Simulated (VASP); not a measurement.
# MnS (Fm-3m) in VASP: a series of runs

Runs on MnS. Level: PBE+D3(BJ). Tasks: single point.

All numbers are computed with VASP 6.6.1; they aren't measurements. Logs are shortened: lines on timing, memory, paths and dates and some standing lists are left out, and cuts for length are marked.

**1. The cell of the first run**

Symmetry: Fm-3m, No. 225, cubic system. Conventional cell: a = 5.139 Å, b = 5.139 Å, c = 5.139 Å, α = 90.00°, β = 90.00°, γ = 90.00°. Mn (site symmetry m-3m) has 6 S at 2.57 Å within 3.4 Å. S (site symmetry m-3m) has 6 Mn at 2.57 Å within 3.4 Å.

**2. Single point, PBE+D3(BJ), collinear spin, ferromagnetic start**

The input, INCAR:

```
SYSTEM = MnS
PREC = Accurate
ENCUT = 520
EDIFF = 1E-6
ISMEAR = -1
SIGMA = 0.05
LREAL = .FALSE.
LASPH = .TRUE.
NELM = 150
ALGO = Normal
ISIF = 2
LWAVE = .FALSE.
LCHARG = .FALSE.
ISPIN = 2
MAGMOM = 4 0
LORBIT = 11
LMAXMIX = 4
GGA = PE
IVDW = 12
NBANDS = 20
```

The input, KPOINTS:

```
Automatic mesh
0
G
  9 9 9
  0 0 0
```

The input, POSCAR:

```
MnS
1.0
    0.0000000000      2.5692997390      2.5692997390
    2.5692997390      0.0000000000      2.5692997390
    2.5692997390      2.5692997390      0.0000000000
Mn S
1 1
Direct
    0.0000000000      0.0000000000      0.0000000000
    0.5000000000      0.5000000000      0.5000000000
```

Potentials or basis: VASP PAW PBE potentials, release 64 (Mn_pv, S).

Command:

```console
cat potpaw_PBE.64/Mn_pv/POTCAR potpaw_PBE.64/S/POTCAR > POTCAR
mpirun -np 1 vasp_std > vasp.out
```

OUTCAR:

```text
SYSTEM = MnS
   PREC = Accurate
   ENCUT = 520
   EDIFF = 1E-6
   ISMEAR = -1
   LREAL = .FALSE.
   LASPH = .TRUE.
   NELM = 150
   ISIF = 2
   ISPIN = 2
   LORBIT = 11
   GGA = PE
   IVDW = 12
 IVDW          = 12

 ion  position               nearest neighbor table
   1  0.000  0.000  0.000-   2 2.57   2 2.57   2 2.57   2 2.57   2 2.57   2 2.57
   2  0.500  0.500  0.500-   1 2.57   1 2.57   1 2.57   1 2.57   1 2.57   1 2.57

  LATTYP: Found a face centered cubic cell.
 ALAT       =     5.1385994780

  Lattice vectors:

 A1 = (   0.0000000000,   2.5692997390,   2.5692997390)
 A2 = (   2.5692997390,   0.0000000000,   2.5692997390)
 A3 = (   2.5692997390,   2.5692997390,   0.0000000000)

Analysis of symmetry for initial positions (statically):
=====================================================================
 Subroutine PRICEL returns:
 Original cell was already a primitive cell.

 Routine SETGRP: Setting up the symmetry group for a
 face centered cubic supercell.

 Subroutine GETGRP returns: Found 48 space group operations
 (whereof 48 operations were pure point group operations)
 out of a pool of 48 trial point group operations.

The static configuration has the point symmetry O_h .

Analysis of symmetry for dynamics (positions and initial velocities):
=====================================================================
 Subroutine PRICEL returns:
 Original cell was already a primitive cell.

 Routine SETGRP: Setting up the symmetry group for a
 face centered cubic supercell.

 Subroutine GETGRP returns: Found 48 space group operations
 (whereof 48 operations were pure point group operations)
 out of a pool of 48 trial point group operations.

The dynamic configuration has the point symmetry O_h .

Analysis of structural, dynamic, and magnetic symmetry:
=====================================================================
 Subroutine PRICEL returns:
 Original cell was already a primitive cell.

 Routine SETGRP: Setting up the symmetry group for a
 face centered cubic supercell.

 Subroutine GETGRP returns: Found 48 space group operations
 (whereof 48 operations were pure point group operations)
 out of a pool of 48 trial point group operations.

The overall configuration has the point symmetry O_h .

 Subroutine INISYM returns: Found 48 space group operations
 (whereof 48 operations are pure point group operations),
 and found     1 'primitive' translations

----------------------------------------------------------------------------------------

[... 114 lines left out ...]
  Fermi-wavevector in a.u.,A,eV,Ry     =   1.349485  2.550156 24.777687  1.821109
  Thomas-Fermi vector in A             =   2.477068
   LORBIT       =     11    0 simple, 1 ext, 2 COOP (PROOUT), +10 PAW based schemes
   GGA     = PE    functional components
   LHFCALC =     F    Hartree Fock is set to
   AEXX    =    0.0000 exact exchange contribution
   IVDW    =    12    specifies the selected vdW correction
   LEPSILON=     F    determine dielectric tensor
   LRPA    =     F    only Hartree local field effects (RPA)
 spin polarized calculation
  energy-cutoff  :      520.00
  volume of cell :       33.92
 maximum number of plane-waves:       941
   NGX = 13   NGY = 13   NGZ = 13

 number of electron      19.0000000 magnetization       4.6151548

 Free energy of the ion-electron system (eV)
  ---------------------------------------------------
  ext. energy  EPLUGINS =         0.00000000
  ---------------------------------------------------
  free energy    TOTEN  =       -14.08534718 eV

  energy without entropy =      -14.07722605  energy(sigma->0) =      -14.08128661

 E-fermi :   7.1192     XC(G=0): -10.8478

 val. band max:        7.0921484386   @ k =   0.4444   0.1111   0.0000
 cond. band min:       7.1192278209   @ k =   0.3333   0.0000   0.0000
 fundamental gap:      0.0270793823
 Fermi energy:         7.1191774912

 spin component 1

 k-point     1 :       0.0000    0.0000    0.0000
  band No.  band energies     occupation
      1     -43.5425      1.00000
      2     -43.5425      1.00000
      3     -43.5425      1.00000
      4      -7.7662      1.00000
      5       3.7088      1.00000
      6       3.7088      1.00000
[... 541 lines left out ...]
     19      22.0016      0.00000
     20      22.0016      0.00000

 [... further k-points ...]

 spin component 2

 k-point     1 :       0.0000    0.0000    0.0000
  band No.  band energies     occupation
      1     -39.0954      1.00000
      2     -39.0954      1.00000
      3     -39.0954      1.00000
      4      -7.4729      1.00000
      5       5.3858      1.00000
      6       5.3858      1.00000
[... 541 lines left out ...]
     19      22.4378      0.00000
     20      22.4378      0.00000

 [... further k-points ...]

------------------------ aborting loop because EDIFF is reached ----------------------------------------

 Edisp (eV)   -0.85165

 E8    (eV) :    -0.3514

  FORCE on cell =-STRESS in cart. coord.  units (eV):
  Direction    XX          YY          ZZ          XY          YZ          ZX
  --------------------------------------------------------------------------------------
  -------------------------------------------------------------------------------------
  Total      -1.01389    -1.01389    -1.01389     0.00000    -0.00000     0.00000
  in kB     -47.88782   -47.88782   -47.88782     0.00000    -0.00000     0.00000
  external pressure =      -47.89 kB  Pullay stress =        0.00 kB

 VOLUME and BASIS-vectors are now :
 -----------------------------------------------------------------------------
  energy-cutoff  :      520.00
  volume of cell :       33.92
      direct lattice vectors                 reciprocal lattice vectors
     0.000000000  2.569299739  2.569299739    -0.194605554  0.194605554  0.194605554
     2.569299739  0.000000000  2.569299739     0.194605554 -0.194605554  0.194605554
     2.569299739  2.569299739  0.000000000     0.194605554  0.194605554 -0.194605554

 POSITION                                       TOTAL-FORCE (eV/Angst)
 -----------------------------------------------------------------------------------
      0.00000      0.00000      0.00000         0.000000      0.000000      0.000000
      2.56930      2.56930      2.56930         0.000000      0.000000     -0.000000
 -----------------------------------------------------------------------------------
    total drift:                               -0.000000      0.000000      0.000000

  FREE ENERGIE OF THE ION-ELECTRON SYSTEM (eV)
  ---------------------------------------------------
  free  energy   TOTEN  =       -14.9370000750 eV

  energy  without entropy=      -14.9288789441  energy(sigma->0) =      -14.93293951

 total charge

# of ion       s       p       d       tot
------------------------------------------
    1        0.222   6.175   4.947  11.344
    2        1.328   2.408   0.000   3.736
--------------------------------------------------
tot          1.550   8.584   4.947  15.081

 magnetization (x)

# of ion       s       p       d       tot
------------------------------------------
    1        0.052   0.041   4.092   4.185
    2        0.027   0.071   0.000   0.099
--------------------------------------------------
tot          0.080   0.112   4.092   4.283
```

OSZICAR:

```text
N       E                     dE             d eps       ncg     rms          rms(c)
DAV:   1     0.155426331741E+03    0.15543E+03   -0.10249E+04  2808   0.994E+02
DAV:   2    -0.724259181929E+01   -0.16267E+03   -0.15323E+03  2952   0.287E+02
DAV:   3    -0.151260800915E+02   -0.78835E+01   -0.77745E+01  3228   0.682E+01
DAV:   4    -0.152209829040E+02   -0.94903E-01   -0.94840E-01  3148   0.762E+00
DAV:   5    -0.152223376350E+02   -0.13547E-02   -0.13547E-02  3196   0.960E-01    0.118E+01
DAV:   6    -0.141816539714E+02    0.10407E+01   -0.56145E+00  3120   0.281E+01    0.111E+01
DAV:   7    -0.140867508832E+02    0.94903E-01   -0.76624E-01  3072   0.119E+01    0.626E+00
DAV:   8    -0.140898050051E+02   -0.30541E-02   -0.31840E-02  3104   0.147E+00    0.348E+00
DAV:   9    -0.140833138700E+02    0.64911E-02   -0.17203E-02  3008   0.123E+00    0.511E-01
DAV:  10    -0.140852817333E+02   -0.19679E-02   -0.36277E-03  2968   0.505E-01    0.179E-01
DAV:  11    -0.140852780597E+02    0.36737E-05   -0.50058E-04  3112   0.148E-01    0.121E-01
DAV:  12    -0.140853178816E+02   -0.39822E-04   -0.79219E-05  3076   0.772E-02    0.819E-02
DAV:  13    -0.140853388749E+02   -0.20993E-04   -0.11915E-05  3024   0.341E-02    0.514E-02
DAV:  14    -0.140853466243E+02   -0.77494E-05   -0.49982E-06  2936   0.185E-02    0.905E-03
DAV:  15    -0.140853471783E+02   -0.55394E-06   -0.50732E-07  2108   0.644E-03
   1 F= -.14937000E+02 E0= -.14932940E+02  d E =-.812113E-02  mag=     4.6149
```

stdout:

```text
POSCAR found type information on POSCAR MnS
 POSCAR found :  2 types and       2 ions
 scaLAPACK will be used
 LDA part: xc-table for (Slater+PW92), standard interpolation
 POSCAR, INCAR and KPOINTS ok, starting setup
 FFT: planning ... GRIDC
 FFT: planning ... GRID_SOFT
 FFT: planning ... GRID
 WAVECAR not read
 entering main loop
```

Wall time 34 s (1 thread of Intel Xeon Platinum 8488C (Sapphire Rapids), shared host); peak memory 0.19 GiB.

What came out:

```yaml
Free_energy: -14.9370 eV
Pressure: -4.8 GPa
Net_moment: 4.62 μB per cell
Site_moments: Mn +4.18; S +0.10 μB
Valence_electrons_inside_the_program's_atomic_spheres: Mn 11.34; S 3.74
Dispersion_energy_per_atom: -0.426 eV
```

Caveat: the cell stands under tension; a cell with one magnetic atom can't hold antiferromagnetic order, which such compounds often take; semilocal functionals often make such compounds metallic where correlation or magnetic order opens a gap, which also shifts bond lengths.

**3. Single point, PBE+D3(BJ), collinear spin, ferromagnetic start**

This run uses another cell than the first one, of 17.31 Å³/atom.

The input, INCAR:

```
SYSTEM = MnS
ALGO = Normal
EDIFF = 1E-6
ENCUT = 520
GGA = PE
ISIF = 2
ISMEAR = -1
ISPIN = 2
IVDW = 12
LASPH = .True.
LCHARG = .False.
LMAXMIX = 4
LORBIT = 11
LREAL = .False.
LWAVE = .False.
MAGMOM = 4 0
NBANDS = 20
NELM = 150
PREC = Accurate
SIGMA = 0.05
```

The input, KPOINTS:

```
k-points
0
Gamma
  9 9 9
  0 0 0
```

The input, POSCAR:

```
MnS
1.0
    0.0000000000      2.5870196075      2.5870196075
    2.5870196075      0.0000000000      2.5870196075
    2.5870196075      2.5870196075      0.0000000000
Mn S
1 1
Direct
    0.0000000000      0.0000000000      0.0000000000
    0.5000000000      0.5000000000      0.5000000000
```

Potentials or basis: VASP PAW PBE potentials, release 64 (Mn_pv, S).

Command:

```console
cat potpaw_PBE.64/Mn_pv/POTCAR potpaw_PBE.64/S/POTCAR > POTCAR
mpirun -np 1 vasp_std > vasp.out
```

Wall time 31 s (1 thread of Intel Xeon Platinum 8488C (Sapphire Rapids), shared host); peak memory 0.19 GiB.

It converged, with:

```
Free energy                                           : -14.9140 eV
Pressure                                              : -5.7 GPa
Net moment                                            : 4.67 μB per cell
Site moments                                          : Mn +4.22; S +0.10 μB
Valence electrons inside the program's atomic spheres : Mn 11.32; S 3.73
Dispersion energy per atom                            : -0.417 eV
```

Levels at points of the mesh, in eV from the Fermi level:
Spin up:
```tsv
k point	band 9	band 10	band 11	band 12	band 13	band 14	band 15	band 16
(0.00, 0.00, 0.00)	-3.29	-1.90	-1.90	-1.90	1.86	8.63	8.63	8.63
```
Spin down:
| k point | band 5 | band 6 | band 7 | band 8 | band 9 | band 10 |
| --- | --- | --- | --- | --- | --- | --- |
| (0.00, 0.00, 0.00) | -1.69 | -1.69 | -1.69 | 0.25 | 0.25 | 0.25 |

Caveat: the cell stands under tension; a cell with one magnetic atom can't hold antiferromagnetic order, which such compounds often take; semilocal functionals often make such compounds metallic where correlation or magnetic order opens a gap, which also shifts bond lengths. With open d or f shells a metallic result of PBE can be an artefact of self-interaction; +U or a hybrid may open a gap.

(Part 1 of 2 ends here.)
